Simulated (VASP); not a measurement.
# Cr (P6/mmm) in VASP: further runs

Cr is run at these levels: PBE, RPBE; tasks: single point.

Everything below comes from runs of VASP 6.6.1. Logs are shortened: lines on timing, memory, paths and dates and some standing lists are left out, and cuts for length are marked.

## (1) The cell of the first run

Symmetry: P6/mmm, No. 191, hexagonal system. Conventional cell: a = 4.233 Å, b = 4.233 Å, c = 2.291 Å, α = 90.00°, β = 90.00°, γ = 120.00°. Cr (site symmetry 6/mmm) has 14 Cr at 2.29 to 2.70 Å within 3.0 Å. Within 3.0 Å of Cr (site symmetry -6m2) lie 11 Cr at 2.29 to 2.70 Å.

This isn't the form of Cr at room conditions, which is bcc.

## (2) Single point, PBE, collinear spin, ferromagnetic start (11.85 Å³/atom)

Contents of INCAR:

```
SYSTEM = Cr
  PREC = Accurate
  ENCUT = 520
  EDIFF = 1E-6
  ISMEAR = -1
  SIGMA = 0.1
  LREAL = .False.
  LASPH = .True.
  NELM = 150
  ALGO = Normal
  ISIF = 2
  LWAVE = .False.
  LCHARG = .False.
  ISPIN = 2
  MAGMOM = 2 2 2
  LORBIT = 11
  LMAXMIX = 4
  GGA = PE
  NBANDS = 29
```

Contents of KPOINTS:

```
regular mesh
0
Gamma
  10 10 14
  0 0 0
```

Contents of POSCAR:

```
Cr
1.0
    4.2331483111      0.0000000000      0.0000000000
   -2.1165741556      3.6660139754      0.0000000000
    0.0000000000      0.0000000000      2.2910902838
Cr
3
Direct
    0.0000000000      0.0000000000      0.0000000000
    0.3333333333      0.6666666667      0.5000000000
    0.6666666667      0.3333333333      0.5000000000
```

Potentials or basis: VASP PAW PBE potentials, release 64 (Cr_pv).

Command:

```console
$ cat potpaw_PBE.64/Cr_pv/POTCAR > POTCAR
$ mpirun -np 1 vasp_std > vasp.out
```

OUTCAR:

```text
SYSTEM = Cr
   PREC = Accurate
   ENCUT = 520
   EDIFF = 1E-6
   ISMEAR = -1
   LREAL = .False.
   LASPH = .True.
   NELM = 150
   ISIF = 2
   ISPIN = 2
   LORBIT = 11
   GGA = PE

 ion  position               nearest neighbor table
   1  0.000  0.000  0.000-   2 2.70   3 2.70   2 2.70   3 2.70   3 2.70   3 2.70   2 2.70   2 2.70
                             3 2.70   3 2.70   2 2.70   2 2.70
   2  0.333  0.667  0.500-   3 2.44   3 2.44   3 2.44   1 2.70   1 2.70   1 2.70   1 2.70   1 2.70
                             1 2.70
   3  0.667  0.333  0.500-   2 2.44   2 2.44   2 2.44   1 2.70   1 2.70   1 2.70   1 2.70   1 2.70
                             1 2.70

  LATTYP: Found a hexagonal cell.
 ALAT       =     4.2331483111
 C/A-ratio  =     0.5412260841

  Lattice vectors:

 A1 = (   4.2331483111,   0.0000000000,   0.0000000000)
 A2 = (  -2.1165741556,   3.6660139754,   0.0000000000)
 A3 = (   0.0000000000,   0.0000000000,   2.2910902838)

Analysis of symmetry for initial positions (statically):
=====================================================================
 Subroutine PRICEL returns:
 Original cell was already a primitive cell.

 Routine SETGRP: Setting up the symmetry group for a
 hexagonal supercell.

 Subroutine GETGRP returns: Found 24 space group operations
 (whereof 24 operations were pure point group operations)
 out of a pool of 24 trial point group operations.

The static configuration has the point symmetry D_6h.

Analysis of symmetry for dynamics (positions and initial velocities):
=====================================================================
 Subroutine PRICEL returns:
 Original cell was already a primitive cell.

 Routine SETGRP: Setting up the symmetry group for a
 hexagonal supercell.

 Subroutine GETGRP returns: Found 24 space group operations
 (whereof 24 operations were pure point group operations)
 out of a pool of 24 trial point group operations.

The dynamic configuration has the point symmetry D_6h.

Analysis of structural, dynamic, and magnetic symmetry:
=====================================================================
 Subroutine PRICEL returns:
 Original cell was already a primitive cell.

 Routine SETGRP: Setting up the symmetry group for a
 hexagonal supercell.

 Subroutine GETGRP returns: Found 24 space group operations
 (whereof 24 operations were pure point group operations)
 out of a pool of 24 trial point group operations.

The overall configuration has the point symmetry D_6h.

 Subroutine INISYM returns: Found 24 space group operations
 (whereof 24 operations are pure point group operations),
 and found     1 'primitive' translations

----------------------------------------------------------------------------------------

                                     Primitive cell

  volume of cell :      35.5549

  direct lattice vectors                    reciprocal lattice vectors
     4.233148311  0.000000000  0.000000000     0.236230797  0.136387914  0.000000000
    -2.116574156  3.666013975  0.000000000     0.000000000  0.272775829  0.000000000
     0.000000000  0.000000000  2.291090284     0.000000000  0.000000000  0.436473415

  length of vectors
     4.233148311  4.233148311  2.291090284     0.272775829  0.272775829  0.436473415

  position of ions in fractional coordinates (direct lattice)
     0.000000000  0.000000000  0.000000000
     0.333333333  0.666666667  0.500000000
     0.666666667  0.333333333  0.500000000

  ion indices of the primitive-cell ions
   primitive index   ion index
                 1           1
                 2           2
                 3           3

----------------------------------------------------------------------------------------

 KPOINTS: regular mesh

Automatic generation of k-mesh.
 Grid dimensions read from file:
 generate k-points for:   10   10   14

 Generating k-lattice:

  Cartesian coordinates                     Fractional coordinates (reciprocal lattice)
     0.023623080  0.013638791  0.000000000     0.100000000  0.000000000  0.000000000
     0.000000000  0.027277583  0.000000000     0.000000000  0.100000000  0.000000000
     0.000000000  0.000000000  0.031176672     0.000000000  0.000000000  0.071428571

  Length of vectors
     0.027277583  0.027277583  0.031176672

  Shift w.r.t. Gamma in fractional coordinates (k-lattice)
     0.000000000  0.000000000  0.000000000

 Subroutine IBZKPT returns following result:
 ===========================================

 Found    112 irreducible k-points:

 Following reciprocal coordinates:
            Coordinates               Weight
  0.000000  0.000000  0.000000      1.000000
  0.100000  0.000000  0.000000      6.000000
  0.200000  0.000000  0.000000      6.000000
  0.300000 -0.000000  0.000000      6.000000
  0.400000 -0.000000  0.000000      6.000000
  0.500000  0.000000  0.000000      3.000000
[... 16 lines left out ...]
  0.300000  0.100000  0.071429     24.000000
  0.400000  0.100000  0.071429     24.000000
 [... further k-points ...]
   k-points           NKPTS =    112   k-points in BZ     NKDIM =    112   number of bands    NBANDS=     29
   number of dos      NEDOS =    301   number of ions     NIONS =      3
   total plane-waves  NPLWV =  18432
   dimension x,y,z NGX =    32 NGY =   32 NGZ =   18
   dimension x,y,z NGXF=    64 NGYF=   64 NGZF=   36
   ions per type =               3
   NGX,Y,Z   is equivalent  to a cutoff of  12.57, 12.57, 13.06 a.u.
   NGXF,Y,Z  is equivalent  to a cutoff of  25.13, 25.13, 26.12 a.u.
 SYSTEM =  Cr
   PREC   = accura    normal or accurate (medium, high low for compatibility)
   ISTART =      0    job   : 0-new  1-cont  2-samecut
   ICHARG =      2    charge: 1-file 2-atom 10-const
   ISPIN  =      2    spin polarized calculation?
   LNONCOLLINEAR =      F non collinear calculations
   LSORBIT =      F    spin-orbit coupling
   LASPH  =      T    aspherical Exc in radial PAW
   ENCUT  =  520.0 eV  38.22 Ry    6.18 a.u.   7.87  7.87  4.26*2*pi/ulx,y,z
   NELM   =    150;   NELMIN=  2; NELMDL= -5     # of ELM steps
   EDIFF  = 0.1E-05   stopping-criterion for ELM
   LREAL  =      F    real-space projection
   EDIFFG = 0.1E-04   stopping-criterion for IOM
   NSW    =      0    number of steps for IOM
   IBRION =     -1    ionic relax: 0-MD 1-quasi-New 2-CG
   NFREE  =      0    steps in history (QN), initial steepest desc. (CG)
   ISIF   =      2    stress and relaxation
   ISYM   =      2    0-nonsym 1-usesym 2-fastsym
   POTIM  = 0.5000    time-step for ionic-motion
   TEBEG  =    0.0;   TEEND  =   0.0 temperature during run
   PSTRESS=    0.0 pullay stress
   NELECT =      36.0000    total number of electrons
   NUPDOWN=      -1.0000    fix difference up-down
   EMIN   =  10.00;   EMAX   =-10.00  energy-range for DOS
   EFERMI =   0.00;   METHOD = LEGACY
   ISMEAR =    -1;   SIGMA  =   0.10  broadening in eV -4-tet -1-fermi 0-gaus
   EFERMI_NEDOS =   21; number of points for ismear=-14 and -15
   IALGO  =     38    algorithm
   IMIX   =      4    mixing-type and parameters
     AMIX     =   0.40;   BMIX     =  1.00
     AMIX_MAG =   1.60;   BMIX_MAG =  1.00
  volume/ion in A,a.u.               =      11.85        79.98
  Fermi-wavevector in a.u.,A,eV,Ry     =   1.643901  3.106523 36.768539  2.702411
  Thomas-Fermi vector in A             =   2.733958
   LORBIT       =     11    0 simple, 1 ext, 2 COOP (PROOUT), +10 PAW based schemes
   GGA     = PE    functional components
   LHFCALC =     F    Hartree Fock is set to
   AEXX    =    0.0000 exact exchange contribution
   IVDW    =     0    specifies the selected vdW correction
   LEPSILON=     F    determine dielectric tensor
   LRPA    =     F    only Hartree local field effects (RPA)
 spin polarized calculation
  energy-cutoff  :      520.00
  volume of cell :       35.55
 maximum number of plane-waves:       974
 NGX is ok and might be reduce to    32
   NGX = 15   NGY = 15   NGZ =  9

 number of electron      35.9999986 magnetization       0.0034538

 number of electron      35.9999986 magnetization      -0.0012243

 Free energy of the ion-electron system (eV)
  ---------------------------------------------------
  ext. energy  EPLUGINS =         0.00000000
  ---------------------------------------------------
  free energy    TOTEN  =       -27.60134460 eV

  energy without entropy =      -27.44565171  energy(sigma->0) =      -27.52349815

 E-fermi :  10.5552     XC(G=0): -13.4927

 val. band max:       10.5538142720   @ k =   0.4000  -0.0000   0.2143
 cond. band min:      10.5575383732   @ k =   0.2000   0.1000   0.3571
 fundamental gap:      0.0037241012
 Fermi energy:        10.5552277784

 spin component 1

 k-point     1 :       0.0000    0.0000    0.0000
  band No.  band energies     occupation
      1     -32.5915      1.00000
      2     -32.5915      1.00000
      3     -32.5631      1.00000
      4     -32.5631      1.00000
      5     -32.0360      1.00000
      6     -32.0360      1.00000
[... 757 lines left out ...]
     28      17.8115      0.00000
     29      17.9980      0.00000

 [... further k-points ...]

 spin component 2

 k-point     1 :       0.0000    0.0000    0.0000
  band No.  band energies     occupation
      1     -32.5921      1.00000
      2     -32.5921      1.00000
      3     -32.5635      1.00000
      4     -32.5635      1.00000
      5     -32.0366      1.00000
      6     -32.0366      1.00000
[... 757 lines left out ...]
     28      17.8153      0.00000
     29      17.9969      0.00000

 [... further k-points ...]

------------------------ aborting loop because EDIFF is reached ----------------------------------------

  FORCE on cell =-STRESS in cart. coord.  units (eV):
  Direction    XX          YY          ZZ          XY          YZ          ZX
  --------------------------------------------------------------------------------------
  -------------------------------------------------------------------------------------
  Total       -0.0721763     -0.0721763     -0.0686152      0.0000000     -0.0000000     -0.0000000
  in kB       -3.2524116     -3.2524116     -3.0919400      0.0000000     -0.0000000     -0.0000000
  external PRESSURE =      -3.1989211 kB  Pullay stress =       0.0000000 kB

 VOLUME and BASIS-vectors are now :
 -----------------------------------------------------------------------------
  energy-cutoff  :      520.00
  volume of cell :       35.55
      direct lattice vectors                 reciprocal lattice vectors
     4.233148311  0.000000000  0.000000000     0.236230797  0.136387914  0.000000000
    -2.116574156  3.666013975  0.000000000     0.000000000  0.272775829  0.000000000
     0.000000000  0.000000000  2.291090284     0.000000000  0.000000000  0.436473415

 POSITION                                       TOTAL-FORCE (eV/Angst)
 -----------------------------------------------------------------------------------
      0.00000      0.00000      0.00000         0.000000      0.000000      0.000000
     -0.00000      2.44401      1.14555         0.000000      0.000000     -0.000000
      2.11657      1.22200      1.14555        -0.000000      0.000000      0.000000
 -----------------------------------------------------------------------------------
    total drift:                               -0.000000      0.000000      0.000000

  FREE ENERGIE OF THE ION-ELECTRON SYSTEM (eV)
  ---------------------------------------------------
  free  energy   TOTEN  =       -27.6013445964 eV

  energy  without entropy=      -27.4456517087  energy(sigma->0) =      -27.52349815

 total charge

# of ion       s       p       d       tot
------------------------------------------
    1        0.423   6.380   4.201  11.005
    2        0.436   6.362   4.275  11.073
    3        0.436   6.362   4.275  11.073
--------------------------------------------------
tot          1.296  19.105  12.751  33.152

 magnetization (x)

# of ion       s       p       d       tot
------------------------------------------
    1        0.000   0.000  -0.000  -0.000
    2       -0.000  -0.000  -0.000  -0.000
    3       -0.000  -0.000  -0.000  -0.000
--------------------------------------------------
tot         -0.000  -0.000  -0.001  -0.001
```

Wall time 1.7 min (1 thread of AMD EPYC 9R45 (Zen 5), shared host); peak memory 0.24 GiB.

Results:

| Item | Value |
| --- | --- |
| Free energy | -27.6013 eV |
| Pressure | -0.3 GPa |
| Band gap on the k mesh | zero (filled and empty bands overlap) |
| Net moment | 0.00 μB per cell |
| Valence electrons inside the program's atomic spheres | Cr 11.01, 11.07 (each value once) |

Levels at points of the mesh, in eV from the Fermi level:
Spin up:
| k point | band 15 | band 16 | band 17 | band 18 | band 19 | band 20 | band 21 | band 22 |
| --- | --- | --- | --- | --- | --- | --- | --- | --- |
| (0.00, 0.00, 0.00) | -2.07 | -2.07 | -1.81 | -0.33 | -0.33 | 1.30 | 1.30 | 1.36 |
| (0.50, 0.00, 0.00) | -1.97 | -1.78 | -1.61 | 0.42 | 0.74 | 1.34 | 1.43 | 1.49 |
| (0.00, 0.00, 0.50) | -1.67 | -0.89 | -0.89 | 0.07 | 0.07 | 1.54 | 1.54 | 1.95 |
| (0.50, 0.00, 0.50) | -1.43 | -1.26 | -0.18 | -0.10 | 0.85 | 0.89 | 1.53 | 1.56 |
Spin down:
| k point | band 16 | band 17 | band 18 | band 19 | band 20 | band 21 |
| --- | --- | --- | --- | --- | --- | --- |
| (0.00, 0.00, 0.00) | -2.07 | -1.81 | -0.33 | -0.33 | 1.30 | 1.30 |
| (0.50, 0.00, 0.00) | -1.78 | -1.61 | 0.42 | 0.74 | 1.34 | 1.43 |
| (0.00, 0.00, 0.50) | -0.89 | -0.89 | 0.06 | 0.06 | 1.54 | 1.54 |
| (0.50, 0.00, 0.50) | -1.26 | -0.18 | -0.10 | 0.85 | 0.89 | 1.53 |

## (3) Single point, RPBE, collinear spin, ferromagnetic start

Contents of INCAR:

```
SYSTEM = Cr
PREC = Accurate
ENCUT = 520
EDIFF = 1E-6
ISMEAR = -1
SIGMA = 0.1
LREAL = .False.
LASPH = .True.
NELM = 150
ALGO = Normal
ISIF = 2
LWAVE = .False.
LCHARG = .True.
ISPIN = 2
MAGMOM = 2 2 2
LORBIT = 11
LMAXMIX = 4
GGA = RP
LELF = .True.
LVHAR = .True.
NBANDS = 29
```

Contents of KPOINTS:

```
Automatic mesh
0
Gamma
  10 10 14
  0 0 0
```

POSCAR is that of step 2.

Potentials or basis: VASP PAW PBE potentials, release 64 (Cr_pv).

Command:

```console
$ cat potpaw_PBE.64/Cr_pv/POTCAR > POTCAR
$ mpirun -np 1 vasp_std > vasp.out
```

Run time: 1.8 min. Hardware: 1 thread of AMD EPYC 9R45 (Zen 5), shared host; peak memory 0.24 GiB.

Results (log left out):

```yaml
Free_energy: -26.0142 eV
Pressure: 4.7 GPa
Band_gap_on_the_k_mesh: zero (filled and empty bands overlap)
Net_moment: 0.00 μB per cell
Valence_electrons_inside_the_program's_atomic_spheres: Cr 11.01, 11.08 (each value once)
```

Stress tensor (GPa, compression positive):
```
4.43 0.00 0.00
0.00 4.43 0.00
0.00 0.00 5.33
```

Levels at points of the mesh, in eV from the Fermi level:
Spin up:
```csv
k point,band 16,band 17,band 18,band 19,band 20,band 21
"(0.00, 0.00, 0.00)",-2.08,-1.82,-0.32,-0.32,1.31,1.31
"(0.50, 0.00, 0.00)",-1.79,-1.61,0.39,0.75,1.34,1.44
"(0.00, 0.00, 0.50)",-0.88,-0.88,0.07,0.07,1.54,1.54
"(0.50, 0.00, 0.50)",-1.25,-0.18,-0.10,0.85,0.88,1.53
```
Spin down:
```csv
k point,band 14,band 15,band 16,band 17,band 18,band 19,band 20,band 21,band 22,band 23
"(0.00, 0.00, 0.00)",-2.14,-2.08,-2.08,-1.82,-0.33,-0.33,1.31,1.31,1.36,1.36
"(0.50, 0.00, 0.00)",-2.41,-1.97,-1.79,-1.61,0.39,0.75,1.34,1.44,1.50,1.74
"(0.00, 0.00, 0.50)",-2.50,-1.69,-0.88,-0.88,0.06,0.06,1.54,1.54,1.94,1.94
"(0.50, 0.00, 0.50)",-1.91,-1.43,-1.25,-0.18,-0.10,0.85,0.88,1.53,1.56,2.49
```

Caveat: the cell stands under pressure; the PAW data sets were made with another functional, which shifts forces and pressure a little.

## (4) Single point, PBE, collinear spin, ferromagnetic start

This run uses another cell than the first one, of 9.24 Å³/atom.

Contents of INCAR:

```
ALGO = Normal
EDIFF = 1E-6
ENCUT = 520
GGA = PE
ISIF = 2
ISMEAR = -1
ISPIN = 2
LASPH = True
LCHARG = False
LMAXMIX = 4
LORBIT = 11
LREAL = False
LWAVE = False
MAGMOM = 2 2 2
NBANDS = 29
NELM = 150
PREC = Accurate
SIGMA = 0.1
```

Contents of KPOINTS:

```
k-points
0
Gamma
  10 10 14
```

Contents of POSCAR:

```
Cr
1.0
    3.8869433344      0.0000000000      0.0000000000
   -1.9434716672      3.3661916706      0.0000000000
    0.0000000000      0.0000000000      2.1195680120
Cr
3
Direct
    0.0000000000      0.0000000000      0.0000000000
    0.3333333333      0.6666666667      0.5000000000
    0.6666666667      0.3333333333      0.5000000000
```

Command:

```console
$ cat potpaw_PBE.64/Cr_pv/POTCAR > POTCAR
$ mpirun -np 1 vasp_std > vasp.out
```

Run time: 1.8 min. Hardware: 1 thread of AMD EPYC 7R13 (Zen 3), shared host; peak memory 0.21 GiB.

The run converged. Its results:

```
Free energy                                           : -25.6747 eV
Pressure                                              : 98.1 GPa
Band gap on the k mesh                                : zero (filled and empty bands overlap)
Net moment                                            : 0.00 μB per cell
Valence electrons inside the program's atomic spheres : Cr 11.64, 11.72 (each value once)
```

Stress tensor (GPa, compression positive):
```
97.65  0.00  0.00
 0.00 97.65  0.00
 0.00  0.00 98.86
```

Levels at points of the mesh, in eV from the Fermi level:
Spin up:
```tsv
k point	band 15	band 16	band 17	band 18	band 19	band 20	band 21	band 22
(0.00, 0.00, 0.00)	-2.61	-2.61	-2.42	-0.55	-0.55	1.64	1.64	1.71
(0.50, 0.00, 0.00)	-2.84	-2.35	-2.34	0.80	1.20	1.84	1.92	1.93
(0.00, 0.00, 0.50)	-1.75	-1.31	-1.31	0.09	0.09	2.14	2.14	2.71
(0.50, 0.00, 0.50)	-2.07	-1.92	-0.25	-0.24	1.17	1.55	2.06	2.13
```
Spin down:
```tsv
k point	band 14	band 15	band 16	band 17	band 18	band 19	band 20	band 21	band 22	band 23
(0.00, 0.00, 0.00)	-2.67	-2.61	-2.61	-2.42	-0.55	-0.55	1.64	1.64	1.71	1.71
(0.50, 0.00, 0.00)	-3.24	-2.84	-2.35	-2.34	0.80	1.20	1.84	1.92	1.93	2.43
(0.00, 0.00, 0.50)	-2.75	-1.75	-1.31	-1.31	0.09	0.09	2.14	2.14	2.71	2.71
(0.50, 0.00, 0.50)	-2.60	-2.07	-1.92	-0.25	-0.24	1.18	1.55	2.06	2.13	3.43
```

Caveat: the cell stands under pressure.
